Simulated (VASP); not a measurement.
# Ni (P6/mmm) in VASP: a series of runs

Ni is run at these levels: PBEsol; tasks: single point.

Everything below comes from runs of VASP 6.6.1. Logs are shortened: lines on timing, memory, paths and dates and some standing lists are left out, and cuts for length are marked.

### Step 1. The cell of the first run

Symmetry: P6/mmm, No. 191, hexagonal system. The conventional cell has a = 3.931 Å, b = 3.931 Å, c = 2.364 Å, α = 90.00°, β = 90.00°, γ = 120.00°. Within 3.1 Å of Ni (site symmetry 6/mmm) lie 14 Ni at 2.36 to 2.56 Å. Within 3.0 Å of Ni (site symmetry -6m2) lie 11 Ni at 2.27 to 2.56 Å.

### Step 2. Single point, PBEsol

File INCAR:

```
PREC = Accurate
ENCUT = 520
EDIFF = 1E-6
ISMEAR = -1
SIGMA = 0.1
LREAL = False
LASPH = True
NELM = 80
ALGO = Normal
ISIF = 2
LWAVE = False
LCHARG = False
GGA = PS
NBANDS = 22
```

File KPOINTS:

```
Automatic mesh
0
Gamma
  9 9 13
```

File POSCAR:

```
Ni
1.0
    3.9307638014      0.0000000000      0.0000000000
   -1.9653819007      3.4041413083      0.0000000000
    0.0000000000      0.0000000000      2.3640463770
Ni
3
Direct
    1.0000000000      1.0000000000      0.0000000000
    0.3333333333      0.6666666667      0.5000000000
    0.6666666667      0.3333333333      0.5000000000
```

Potentials or basis: VASP PAW PBE potentials, release 64 (Ni).

Launch:

```console
$ cat potpaw_PBE.64/Ni/POTCAR > POTCAR
$ mpirun -np 1 vasp_std > vasp.out
```

OUTCAR:

```text
PREC = Accurate
   ENCUT = 520
   EDIFF = 1E-6
   ISMEAR = -1
   LREAL = False
   LASPH = True
   NELM = 80
   ISIF = 2
   GGA = PS

 ion  position               nearest neighbor table
   1  0.000  0.000  0.000-   2 2.56   3 2.56   2 2.56   3 2.56   3 2.56   3 2.56   2 2.56   2 2.56
                             3 2.56   3 2.56   2 2.56   2 2.56
   2  0.333  0.667  0.500-   3 2.27   3 2.27   3 2.27   1 2.56   1 2.56   1 2.56   1 2.56   1 2.56
                             1 2.56
   3  0.667  0.333  0.500-   2 2.27   2 2.27   2 2.27   1 2.56   1 2.56   1 2.56   1 2.56   1 2.56
                             1 2.56

  LATTYP: Found a hexagonal cell.
 ALAT       =     3.9307638014
 C/A-ratio  =     0.6014216311

  Lattice vectors:

 A1 = (   3.9307638014,   0.0000000000,   0.0000000000)
 A2 = (  -1.9653819007,   3.4041413083,   0.0000000000)
 A3 = (   0.0000000000,   0.0000000000,   2.3640463770)

Analysis of symmetry for initial positions (statically):
=====================================================================
 Subroutine PRICEL returns:
 Original cell was already a primitive cell.

 Routine SETGRP: Setting up the symmetry group for a
 hexagonal supercell.

 Subroutine GETGRP returns: Found 24 space group operations
 (whereof 24 operations were pure point group operations)
 out of a pool of 24 trial point group operations.

The static configuration has the point symmetry D_6h.

Analysis of symmetry for dynamics (positions and initial velocities):
=====================================================================
 Subroutine PRICEL returns:
 Original cell was already a primitive cell.

 Routine SETGRP: Setting up the symmetry group for a
 hexagonal supercell.

 Subroutine GETGRP returns: Found 24 space group operations
 (whereof 24 operations were pure point group operations)
 out of a pool of 24 trial point group operations.

The dynamic configuration has the point symmetry D_6h.

 Subroutine INISYM returns: Found 24 space group operations
 (whereof 24 operations are pure point group operations),
 and found     1 'primitive' translations

----------------------------------------------------------------------------------------

                                     Primitive cell

  volume of cell :      31.6330

  direct lattice vectors                    reciprocal lattice vectors
     3.930763801  0.000000000  0.000000000     0.254403483  0.146879919  0.000000000
    -1.965381901  3.404141308  0.000000000     0.000000000  0.293759838  0.000000000
     0.000000000  0.000000000  2.364046377     0.000000000  0.000000000  0.423003546

  length of vectors
     3.930763801  3.930763801  2.364046377     0.293759838  0.293759838  0.423003546

  position of ions in fractional coordinates (direct lattice)
     0.000000000  0.000000000  0.000000000
     0.333333333  0.666666667  0.500000000
     0.666666667  0.333333333  0.500000000

  ion indices of the primitive-cell ions
   primitive index   ion index
                 1           1
                 2           2
                 3           3

----------------------------------------------------------------------------------------

 KPOINTS: Automatic mesh

Automatic generation of k-mesh.
 Grid dimensions read from file:
 generate k-points for:    9    9   13

 Generating k-lattice:

  Cartesian coordinates                     Fractional coordinates (reciprocal lattice)
     0.028267054  0.016319991  0.000000000     0.111111111  0.000000000  0.000000000
     0.000000000  0.032639982  0.000000000     0.000000000  0.111111111  0.000000000
     0.000000000  0.000000000  0.032538734     0.000000000  0.000000000  0.076923077

  Length of vectors
     0.032639982  0.032639982  0.032538734

  Shift w.r.t. Gamma in fractional coordinates (k-lattice)
     0.000000000  0.000000000  0.000000000

 Subroutine IBZKPT returns following result:
 ===========================================

 Found     84 irreducible k-points:

 Following reciprocal coordinates:
            Coordinates               Weight
  0.000000  0.000000  0.000000      1.000000
  0.111111  0.000000  0.000000      6.000000
  0.222222  0.000000  0.000000      6.000000
  0.333333  0.000000  0.000000      6.000000
  0.444444  0.000000  0.000000      6.000000
  0.111111  0.111111  0.000000      6.000000
[... 16 lines left out ...]
  0.333333  0.222222  0.076923     24.000000
  0.333333  0.333333  0.076923      4.000000
 [... further k-points ...]
   k-points           NKPTS =     84   k-points in BZ     NKDIM =     84   number of bands    NBANDS=     22
   number of dos      NEDOS =    301   number of ions     NIONS =      3
   total plane-waves  NPLWV =  16200
   dimension x,y,z NGX =    30 NGY =   30 NGZ =   18
   dimension x,y,z NGXF=    60 NGYF=   60 NGZF=   36
   ions per type =               3
   NGX,Y,Z   is equivalent  to a cutoff of  12.69, 12.69, 12.66 a.u.
   NGXF,Y,Z  is equivalent  to a cutoff of  25.38, 25.38, 25.32 a.u.
 SYSTEM =  unknown system
   PREC   = accura    normal or accurate (medium, high low for compatibility)
   ISTART =      0    job   : 0-new  1-cont  2-samecut
   ICHARG =      2    charge: 1-file 2-atom 10-const
   ISPIN  =      1    spin polarized calculation?
   LNONCOLLINEAR =      F non collinear calculations
   LSORBIT =      F    spin-orbit coupling
   LASPH  =      T    aspherical Exc in radial PAW
   ENCUT  =  520.0 eV  38.22 Ry    6.18 a.u.   7.31  7.31  4.40*2*pi/ulx,y,z
   NELM   =     80;   NELMIN=  2; NELMDL= -5     # of ELM steps
   EDIFF  = 0.1E-05   stopping-criterion for ELM
   LREAL  =      F    real-space projection
   EDIFFG = 0.1E-04   stopping-criterion for IOM
   NSW    =      0    number of steps for IOM
   IBRION =     -1    ionic relax: 0-MD 1-quasi-New 2-CG
   NFREE  =      0    steps in history (QN), initial steepest desc. (CG)
   ISIF   =      2    stress and relaxation
   ISYM   =      2    0-nonsym 1-usesym 2-fastsym
   POTIM  = 0.5000    time-step for ionic-motion
   TEBEG  =    0.0;   TEEND  =   0.0 temperature during run
   PSTRESS=    0.0 pullay stress
   NELECT =      30.0000    total number of electrons
   NUPDOWN=      -1.0000    fix difference up-down
   EMIN   =  10.00;   EMAX   =-10.00  energy-range for DOS
   EFERMI =   0.00;   METHOD = LEGACY
   ISMEAR =    -1;   SIGMA  =   0.10  broadening in eV -4-tet -1-fermi 0-gaus
   EFERMI_NEDOS =   21; number of points for ismear=-14 and -15
   IALGO  =     38    algorithm
   IMIX   =      4    mixing-type and parameters
     AMIX     =   0.40;   BMIX     =  1.00
     AMIX_MAG =   1.60;   BMIX_MAG =  1.00
  volume/ion in A,a.u.               =      10.54        71.16
  Fermi-wavevector in a.u.,A,eV,Ry     =   1.608428  3.039489 35.198844  2.587042
  Thomas-Fermi vector in A             =   2.704299
   LORBIT       =      0    0 simple, 1 ext, 2 COOP (PROOUT), +10 PAW based schemes
   GGA     = PS    functional components
   LHFCALC =     F    Hartree Fock is set to
   AEXX    =    0.0000 exact exchange contribution
   IVDW    =     0    specifies the selected vdW correction
   LEPSILON=     F    determine dielectric tensor
   LRPA    =     F    only Hartree local field effects (RPA)
 non-spin polarized calculation
  energy-cutoff  :      520.00
  volume of cell :       31.63
 maximum number of plane-waves:       879
 NGX is ok and might be reduce to    30
   NGX = 15   NGY = 15   NGZ =  9

 number of electron      30.0000003 magnetization

 Free energy of the ion-electron system (eV)
  ---------------------------------------------------
  ext. energy  EPLUGINS =         0.00000000
  ---------------------------------------------------
  free energy    TOTEN  =       -18.04337430 eV

  energy without entropy =      -17.78982627  energy(sigma->0) =      -17.91660028

 E-fermi :   9.4957     XC(G=0): -13.6118

 val. band max:        9.4953762452   @ k =   0.3333   0.3333   0.3846
 cond. band min:       9.4981576433   @ k =   0.3333   0.2222   0.3846
 fundamental gap:      0.0027813981
 Fermi energy:         9.4956850566

 k-point     1 :       0.0000    0.0000    0.0000
  band No.  band energies     occupation
      1       0.3651      2.00000
      2       5.4367      2.00000
      3       6.6196      2.00000
      4       6.6196      2.00000
      5       6.6374      2.00000
      6       6.6374      2.00000
[... 14 lines left out ...]
     21      18.3297      0.00000
     22      18.4465      0.00000

 k-point     2 :       0.1111    0.0000    0.0000
  band No.  band energies     occupation
      1       0.5378      2.00000
      2       5.4421      2.00000
      3       6.2102      2.00000
      4       6.4338      2.00000
      5       6.5583      2.00000
      6       6.9509      2.00000
[... 14 lines left out ...]
     21      19.1158      0.00000
     22      19.7954      0.00000

 k-point     3 :       0.2222    0.0000    0.0000
  band No.  band energies     occupation
      1       1.0458      2.00000
      2       5.3344      2.00000
      3       5.7974      2.00000
      4       6.2448      2.00000
      5       6.3843      2.00000
      6       6.9666      2.00000
[... 14 lines left out ...]
     21      20.6217      0.00000
     22      22.6277      0.00000

 k-point     4 :       0.3333    0.0000    0.0000
  band No.  band energies     occupation
      1       1.8554      2.00000
      2       4.9521      2.00000
      3       5.2387      2.00000
      4       6.2032      2.00000
      5       6.4458      2.00000
      6       6.8418      2.00000
[... 14 lines left out ...]
     21      22.6408      0.00000
     22      25.7222      0.00000

 k-point     5 :       0.4444    0.0000    0.0000
  band No.  band energies     occupation
      1       2.8969      2.00000
      2       4.0394      2.00000
      3       4.9117      2.00000
      4       6.4011      2.00000
      5       6.5454      2.00000
      6       6.6382      2.00000
[... 14 lines left out ...]
     21      25.0706      0.00000
     22      26.7903      0.00000

 k-point     6 :       0.1111    0.1111    0.0000
  band No.  band energies     occupation
      1       0.8781      2.00000
      2       5.3929      2.00000
      3       5.9180      2.00000
      4       6.1275      2.00000
      5       6.6781      2.00000
      6       6.9427      2.00000
[... 14 lines left out ...]
     21      21.2592      0.00000
     22      21.3204      0.00000

 k-point     7 :       0.2222    0.1111    0.0000
  band No.  band energies     occupation
      1       1.5360      2.00000
      2       5.1187      2.00000
      3       5.4602      2.00000
      4       6.1267      2.00000
      5       6.5915      2.00000
      6       6.9540      2.00000
[... 324 lines left out ...]
      6       6.8501      2.00000
[... 14 lines left out ...]
     21      25.5303      0.00000
     22      26.9405      0.00000

 k-point    21 :       0.4444    0.1111    0.0769
  band No.  band energies     occupation
      1       3.6207      2.00000
      2       3.7253      2.00000
      3       4.9307      2.00000
      4       6.5668      2.00000
      5       6.5907      2.00000
      6       6.6648      2.00000
[... 14 lines left out ...]
     21      24.2986      0.00000
     22      27.8574      0.00000

 k-point    22 :       0.2222    0.2222    0.0769
  band No.  band energies     occupation
      1       2.4565      2.00000
      2       4.8543      2.00000
      3       5.1262      2.00000
      4       6.3088      2.00000
      5       6.7053      2.00000
      6       6.9982      2.00000
[... 14 lines left out ...]
     21      26.3235      0.00000
     22      26.5053      0.00000

 k-point    23 :       0.3333    0.2222    0.0769
  band No.  band energies     occupation
      1       3.3883      2.00000
      2       4.3030      2.00000
      3       4.7725      2.00000
      4       6.5275      2.00000
      5       6.6676      2.00000
      6       6.8587      2.00000
[... 14 lines left out ...]
     21      24.0577      0.00000
     22      28.3357      0.00000

 k-point    24 :       0.3333    0.3333    0.0769
  band No.  band energies     occupation
      1       4.0053      2.00000
      2       4.2783      2.00000
      3       4.2783      2.00000
      4       6.6478      2.00000
      5       6.6478      2.00000
      6       6.8827      2.00000
[... 14 lines left out ...]
     21      21.3847      0.00000
     22      29.7983      0.00000

 [... further k-points ...]
[... 5 lines left out ...]
  --------------------------------------------------------------------------------------
  -------------------------------------------------------------------------------------
  Total        0.0196442      0.0196442     -0.0122573      0.0000000      0.0000000      0.0000000
  in kB        0.9949573      0.9949573     -0.6208201      0.0000000      0.0000000      0.0000000
  external PRESSURE =       0.4563648 kB  Pullay stress =       0.0000000 kB

 VOLUME and BASIS-vectors are now :
 -----------------------------------------------------------------------------
  energy-cutoff  :      520.00
  volume of cell :       31.63
      direct lattice vectors                 reciprocal lattice vectors
     3.930763801  0.000000000  0.000000000     0.254403483  0.146879919  0.000000000
    -1.965381901  3.404141308  0.000000000     0.000000000  0.293759838  0.000000000
     0.000000000  0.000000000  2.364046377     0.000000000  0.000000000  0.423003546

 POSITION                                       TOTAL-FORCE (eV/Angst)
 -----------------------------------------------------------------------------------
      0.00000      0.00000      0.00000        -0.000000      0.000000      0.000000
     -0.00000      2.26943      1.18202         0.000000     -0.000000     -0.000000
      1.96538      1.13471      1.18202        -0.000000      0.000000      0.000000
 -----------------------------------------------------------------------------------
    total drift:                               -0.000000      0.000000      0.000000

  FREE ENERGIE OF THE ION-ELECTRON SYSTEM (eV)
  ---------------------------------------------------
  free  energy   TOTEN  =       -18.0433743040 eV

  energy  without entropy=      -17.7898262652  energy(sigma->0) =      -17.91660028
```

Run time: 48 s. Hardware: 1 thread of Intel Xeon Platinum 8259CL at 2.50GHz (Skylake/Cascade Lake), shared host; peak memory 0.17 GiB.

Results:

```yaml
Free_energy: -18.0434 eV
Pressure: 0.0 GPa
Band_gap_on_the_k_mesh: zero (band 15 reaches 9.89 eV, above the bottom of band 16 at 9.31 eV)
```

Levels at points of the mesh, in eV from the Fermi level:
```
           k point  band 12  band 13  band 14  band 15  band 16  band 17  band 18  band 19
(0.00, 0.00, 0.00)    -1.09    -1.03    -1.03     0.09     0.09     6.44     6.44     6.46
```

Caveat: the PAW data sets were made with another functional, which shifts forces and pressure a little; the run has no spin polarisation, though such a crystal can be magnetic. Spin polarisation is off, so any magnetic state and its effect on volume and gap are missing.

(Part 1 of 3 ends here.)
